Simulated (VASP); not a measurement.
Set up this calculation in VASP 6.6.1, as the native input.

- Task: single point
- Functional: PBEsol
- Dispersion: D3(BJ)
- Potentials or basis: VASP PAW PBE potentials, release 64 (Sn_d, O)
- Cutoff: 600 eV
- k mesh: 12 × 12 × 10
- Occupations: gaussian, width 0.15 eV
- Spin: no spin polarisation
- Dipole correction: no
- Further INCAR settings: ALGO = Normal; EDIFF = 1e-06; NBANDS = 28

The structure of SnO lies in POSCAR:

```
SnO
1.0
    3.7703910616      0.0000000000      0.0000000000
    0.0000000000      3.7703910616      0.0000000000
    0.0000000000      0.0000000000      4.5633702865
Sn O
2 2
Direct
    0.0287113919      0.5287113919      0.2769807878
    0.5287113919      0.0287113919      0.7704636090
    0.0000000000      0.0000000000      0.0000000000
    0.5000000000      0.5000000000      0.0000000000
```

This cell differs from its parent crystal: all Sn atoms moved +0.188 Å, as atom 1 along Cartesian [1 1 1].

The input as run:

INCAR

```
SYSTEM = SnO
  ALGO = Normal
  EDIFF = 1E-6
  ENCUT = 600
  GGA = PS
  GGA_COMPAT = .FALSE.
  ISIF = 2
  ISMEAR = 0
  IVDW = 12
  LASPH = .TRUE.
  LCHARG = .FALSE.
  LREAL = .FALSE.
  LWAVE = .FALSE.
  NBANDS = 28
  NELM = 120
  PREC = Accurate
  SIGMA = 0.15
```

KPOINTS

```
k-points
0
G
  12 12 10
  0 0 0
```

Potentials or basis: VASP PAW PBE potentials, release 64 (Sn_d, O).

Run with:

```sh
$ cat potpaw_PBE.64/Sn_d/POTCAR potpaw_PBE.64/O/POTCAR > POTCAR
$ mpirun -np 1 vasp_std > vasp.out
```

It gave:

```json
{
  "Pressure": "1.8 GPa",
  "Largest force": "1.551 eV/Å",
  "Band gap on the k mesh": "zero (bands 20 and 21 overlap by 0.45 eV)",
  "Dispersion energy per atom": "-0.233 eV"
}
```

Caveat: the cell differs from its parent crystal (all Sn atoms moved +0.188 Å, as atom 1 along Cartesian [1 1 1]); semilocal functionals underestimate gaps, and a narrow one can read as zero; the PAW data sets were made with another functional, which shifts forces and pressure a little; spin-orbit coupling is left out, which moves the levels of the heavy elements.

Run time: 4.6 min on 1 thread of Intel(R) Xeon(R) 6975P-C (Granite Rapids), with other jobs on the host, peak memory 0.75 GiB.
